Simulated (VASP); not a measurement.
# Os (P6_3/mmc) in VASP: further runs, part 2 of 2

VASP 6.6.1. Earlier steps stand in the parts before.

## 4. Single point, HF

This run uses another cell than the first one, of 14.54 Å³/atom.

POSCAR reads:

```
Os
1.0
    2.7700791260      0.0000000000      0.0000000000
   -1.3850395630      2.3989588936      0.0000000000
    0.0000000000      0.0000000000      4.3765446767
Os
2
Direct
    0.6666666667      0.3333333333      0.7500000000
    0.3333333333      0.6666666667      0.2500000000
```

INCAR.step1 reads:

```
ALGO = Normal
EDIFF = 1E-5
ENCUT = 520
GGA = PE
ISIF = 2
ISMEAR = -1
LASPH = T
LREAL = F
LWAVE = T
NBANDS = 15
NELM = 60
PREC = Accurate
SIGMA = 0.05
```

INCAR.step2 reads:

```
AEXX = 1.0
AGGAC = 0.0
ALDAC = 0.0
ALGO = Normal
EDIFF = 1E-7
ENCUT = 520
GGA = PE
ISIF = 2
ISMEAR = -1
ISTART = 1
LASPH = T
LCHARG = T
LELF = T
LHFCALC = T
LREAL = F
LVHAR = T
LWAVE = F
NBANDS = 15
NELM = 60
PREC = Accurate
PRECFOCK = Normal
SIGMA = 0.05
```

KPOINTS reads:

```
k-points
0
Gamma
  6 6 3
```

Launch:

```console
> cat potpaw_PBE.64/Os/POTCAR > POTCAR
> cp INCAR.step1 INCAR
> mpirun -np 1 vasp_std > vasp.out
> cp INCAR.step2 INCAR
> mpirun -np 1 vasp_std > vasp.out
```

Wall time 29 min (1 thread of Intel Xeon Platinum 8259CL at 2.50GHz (Skylake/Cascade Lake), shared host); peak memory 0.17 GiB.

It converged, with:

```
Free energy            : -38.6148 eV
Pressure               : -21.5 GPa
Band gap on the k mesh : zero (bands 8 and 9 overlap by 10.03 eV)
```

Stress tensor (GPa, compression positive):
```
-17.52   0.00   0.00
  0.00 -17.52   0.00
  0.00   0.00 -29.44
```

Levels at points of the mesh, in eV from the Fermi level:
```tsv
k point	band 6	band 7	band 8	band 9	band 10	band 11
(0.00, 0.00, 0.00)	-5.09	-4.80	-4.66	-4.66	-1.86	4.39
(0.50, 0.00, 0.00)	-5.33	-3.78	5.37	5.49	6.10	8.95
```

Caveat: the k points lie up to 0.48 Å⁻¹ apart, too coarse for converged energies and pressures of a metal; the PAW data sets were made with another functional, which shifts forces and pressure a little; spin-orbit coupling is left out, which moves the levels of the heavy elements.

## 5. Single point, HF

This run uses another cell than the first one, of 14.82 Å³/atom.

POSCAR reads:

```
Os
1.0
    2.7877234178      0.0000000000      0.0000000000
   -1.3938617089      2.4142392985      0.0000000000
    0.0000000000      0.0000000000      4.4044215090
Os
2
Direct
    0.6666666667      0.3333333333      0.7500000000
    0.3333333333      0.6666666667      0.2500000000
```

INCAR.step1 reads:

```
SYSTEM = Os
PREC = Accurate
ENCUT = 520
EDIFF = 1E-5
ISMEAR = -1
SIGMA = 0.05
LREAL = .FALSE.
LASPH = .TRUE.
NELM = 80
ALGO = Normal
ISIF = 2
LWAVE = .TRUE.
GGA = PE
NBANDS = 15
```

INCAR.step2 reads:

```
SYSTEM = Os
PREC = Accurate
ENCUT = 520
EDIFF = 1E-6
ISMEAR = -1
SIGMA = 0.05
LREAL = .FALSE.
LASPH = .TRUE.
NELM = 80
ALGO = Normal
ISIF = 2
LWAVE = .FALSE.
LCHARG = .TRUE.
GGA = PE
LHFCALC = .TRUE.
AEXX = 1.0
ALDAC = 0.0
AGGAC = 0.0
PRECFOCK = Normal
LELF = .TRUE.
LVHAR = .TRUE.
ISTART = 1
NBANDS = 15
```

KPOINTS reads:

```
Automatic mesh
0
G
  6 6 3
  0 0 0
```

Potentials or basis: VASP PAW PBE potentials, release 64 (Os).

Launch:

```console
> cat potpaw_PBE.64/Os/POTCAR > POTCAR
> cp INCAR.step1 INCAR
> mpirun -np 1 vasp_std > vasp.out
> cp INCAR.step2 INCAR
> mpirun -np 1 vasp_std > vasp.out
```

OUTCAR:

```text
SYSTEM = Os
   PREC = Accurate
   ENCUT = 520
   EDIFF = 1E-6
   ISMEAR = -1
   LREAL = .FALSE.
   LASPH = .TRUE.
   NELM = 80
   ISIF = 2
   GGA = PE
   LHFCALC = .TRUE.
   AEXX = 1.0
   PRECFOCK = Normal
   ISTART = 1

 ion  position               nearest neighbor table
   1  0.667  0.333  0.750-   2 2.73   2 2.73   2 2.73   2 2.73   2 2.73   2 2.73
   2  0.333  0.667  0.250-   1 2.73   1 2.73   1 2.73   1 2.73   1 2.73   1 2.73

  LATTYP: Found a hexagonal cell.
 ALAT       =     2.7877234178
 C/A-ratio  =     1.5799348963
[... 440 lines left out ...]

  FORCE on cell =-STRESS in cart. coord.  units (eV):
  Direction    XX          YY          ZZ          XY          YZ          ZX
  --------------------------------------------------------------------------------------
  -------------------------------------------------------------------------------------
  Total       -4.5468615     -4.5468615     -6.7350915     -0.0000000     -0.0000000      0.0000000
  in kB     -245.7556063   -245.7556063   -364.0283500     -0.0000000     -0.0000000      0.0000000
  external PRESSURE =    -285.1798542 kB  Pullay stress =       0.0000000 kB

 VOLUME and BASIS-vectors are now :
 -----------------------------------------------------------------------------
  energy-cutoff  :      520.00
  volume of cell :       29.64
      direct lattice vectors                 reciprocal lattice vectors
     2.787723418  0.000000000  0.000000000     0.358715644  0.207104573  0.000000000
    -1.393861709  2.414239299  0.000000000     0.000000000  0.414209147  0.000000000
     0.000000000  0.000000000  4.404421509     0.000000000  0.000000000  0.227044573

 POSITION                                       TOTAL-FORCE (eV/Angst)
 -----------------------------------------------------------------------------------
      1.39386      0.80475      3.30332        -0.000000      0.000000      0.000000
     -0.00000      1.60949      1.10111         0.000000     -0.000000     -0.000000
 -----------------------------------------------------------------------------------
    total drift:                               -0.000000      0.000000     -0.000000

  FREE ENERGIE OF THE ION-ELECTRON SYSTEM (eV)
  ---------------------------------------------------
  free  energy   TOTEN  =       -38.5274280655 eV

  energy  without entropy=      -38.5249249477  energy(sigma->0) =      -38.52617651
```

OUTCAR.step1:

```text
SYSTEM = Os
   PREC = Accurate
   ENCUT = 520
   EDIFF = 1E-5
   ISMEAR = -1
   LREAL = .FALSE.
[... 464 lines left out ...]
      1.39386      0.80475      3.30332         0.000000      0.000000      0.000000
     -0.00000      1.60949      1.10111        -0.000000      0.000000      0.000000
 -----------------------------------------------------------------------------------
    total drift:                               -0.000000      0.000000     -0.000000

  FREE ENERGIE OF THE ION-ELECTRON SYSTEM (eV)
  ---------------------------------------------------
  free  energy   TOTEN  =       -22.3323191261 eV

  energy  without entropy=      -22.3186578253  energy(sigma->0) =      -22.32548848
```

OSZICAR.step1:

```text
N       E                     dE             d eps       ncg     rms          rms(c)
DAV:   1     0.100221529467E+03    0.10022E+03   -0.74389E+03   420   0.102E+03
DAV:   2    -0.186109802477E+02   -0.11883E+03   -0.10209E+03   420   0.319E+02
DAV:   3    -0.237311713284E+02   -0.51202E+01   -0.49161E+01   581   0.577E+01
DAV:   4    -0.237730439559E+02   -0.41873E-01   -0.41854E-01   469   0.558E+00
DAV:   5    -0.237732587178E+02   -0.21476E-03   -0.21476E-03   546   0.382E-01    0.205E+01
DAV:   6    -0.226140974184E+02    0.11592E+01   -0.10740E+00   532   0.885E+00    0.878E+00
DAV:   7    -0.223404713020E+02    0.27363E+00   -0.53245E-01   525   0.610E+00    0.745E-01
DAV:   8    -0.223327892127E+02    0.76821E-02   -0.57149E-03   434   0.540E-01    0.130E-01
DAV:   9    -0.223323763253E+02    0.41289E-03   -0.17643E-03   518   0.435E-01    0.754E-02
DAV:  10    -0.223323489166E+02    0.27409E-04   -0.23185E-05   467   0.523E-02    0.220E-02
DAV:  11    -0.223323197039E+02    0.29213E-04   -0.68102E-06   280   0.244E-02    0.164E-03
DAV:  12    -0.223323191261E+02    0.57779E-06   -0.26145E-07   210   0.406E-03
   1 F= -.22332319E+02 E0= -.22325488E+02  d E =-.136613E-01
```

It took 21 min on 1 thread of Intel Xeon Platinum 8259CL at 2.50GHz (Skylake/Cascade Lake), shared host; peak memory 0.17 GiB.

Results:

```yaml
Free_energy: -38.5274 eV
Pressure: -28.5 GPa
Band_gap_on_the_k_mesh: zero (bands 8 and 9 overlap by 9.90 eV)
```

Caveat: the k points lie up to 0.48 Å⁻¹ apart, too coarse for converged energies and pressures of a metal; the PAW data sets were made with another functional, which shifts forces and pressure a little; spin-orbit coupling is left out, which moves the levels of the heavy elements.

## 6. Single point, r2SCAN

POSCAR reads:

```
Os
1.0
    2.7341000000      0.0000000000      0.0000000000
   -1.3670500000      2.3678000565      0.0000000000
    0.0000000000      0.0000000000      4.3197000000
Os
2
Direct
    0.6666666667      0.3333333333      0.7500000000
    0.3333333333      0.6666666667      0.2500000000
```

INCAR.step1 reads:

```
PREC = Accurate ; ENCUT = 660
ISMEAR = -1 ; SIGMA = 0.1
LREAL = F ; LASPH = T
NELM = 120 ; NBANDS = 15
GGA = PE ; ALGO = Normal
EDIFF = 1E-5 ; LWAVE = T
LCHARG = F ; GGA_COMPAT = F
```

INCAR.step2 reads:

```
PREC = Accurate ; ENCUT = 660
EDIFF = 1E-6 ; ISMEAR = -1
SIGMA = 0.1 ; LREAL = F
LASPH = T ; NELM = 120
ALGO = Normal ; ISIF = 2
LWAVE = F ; LCHARG = T
METAGGA = R2SCAN ; LMIXTAU = T
LELF = T ; LVHAR = T
NBANDS = 15 ; ISTART = 1
GGA_COMPAT = F
```

KPOINTS reads:

```
Automatic mesh
0
Gamma
  9 9 5
```

Potentials or basis: VASP PAW PBE potentials, release 64 (Os).

Launch:

```console
> cat potpaw_PBE.64/Os/POTCAR > POTCAR
> cp INCAR.step1 INCAR
> mpirun -np 1 vasp_std > vasp.out
> cp INCAR.step2 INCAR
> mpirun -np 1 vasp_std > vasp.out
```

Wall time 2.1 min (1 thread of Intel Xeon 8259CL, shared host); peak memory 0.17 GiB.

It converged, with:

```
Free energy            : -106.0502 eV
Pressure               : 1.9 GPa
Band gap on the k mesh : zero (bands 8 and 9 overlap by 3.99 eV)
```

Stress tensor (GPa, compression positive):
```
1.86 0.00 0.00
0.00 1.86 0.00
0.00 0.00 2.04
```

Levels at points of the mesh, in eV from the Fermi level:
| k point | band 4 | band 5 | band 6 | band 7 | band 8 | band 9 | band 10 | band 11 | band 12 | band 13 |
| --- | --- | --- | --- | --- | --- | --- | --- | --- | --- | --- |
| (0.00, 0.00, 0.00) | -3.34 | -3.06 | -2.47 | -2.47 | -1.79 | -1.79 | -0.15 | 1.60 | 1.60 | 9.42 |

Caveat: the PAW data sets were made with another functional, which shifts forces and pressure a little; spin-orbit coupling is left out, which moves the levels of the heavy elements.

## 7. Overview

```tsv
level	cell	k mesh	cutoff (eV)	smearing	grid for exact exchange (PRECFOCK)	share of exact exchange	gap on the mesh (eV)	pressure (GPa)
HF	a = 2.734, b = 2.734, c = 4.320 Å, angles 90.0, 90.0, 120.0°, 2 atoms	6 × 6 × 3	520	fermi-dirac 0.05 eV	Normal	1	none	-4.8
HF	a = 2.752, b = 2.752, c = 4.348 Å, angles 90.0, 90.0, 120.0°, 2 atoms	6 × 6 × 3	520	fermi-dirac 0.05 eV	Normal	1	none	-13.6
HF	a = 2.770, b = 2.770, c = 4.377 Å, angles 90.0, 90.0, 120.0°, 2 atoms	6 × 6 × 3	520	fermi-dirac 0.05 eV	Normal	1	none	-21.5
HF	a = 2.788, b = 2.788, c = 4.404 Å, angles 90.0, 90.0, 120.0°, 2 atoms	6 × 6 × 3	520	fermi-dirac 0.05 eV	Normal	1	none	-28.5
r2SCAN	a = 2.734, b = 2.734, c = 4.320 Å, angles 90.0, 90.0, 120.0°, 2 atoms	9 × 9 × 5	660	fermi-dirac 0.1 eV	-	-	none	1.9
```

Alike in all rows: task single point; potentials or basis VASP PAW PBE potentials, release 64 (Os); no spin polarisation.

Caveats: some runs use coarse meshes; the PAW data sets were made with another functional, which shifts forces and pressure a little; spin-orbit coupling is left out, which moves the levels of the heavy elements.

Absolute energies hang on the potentials; compare differences alone.
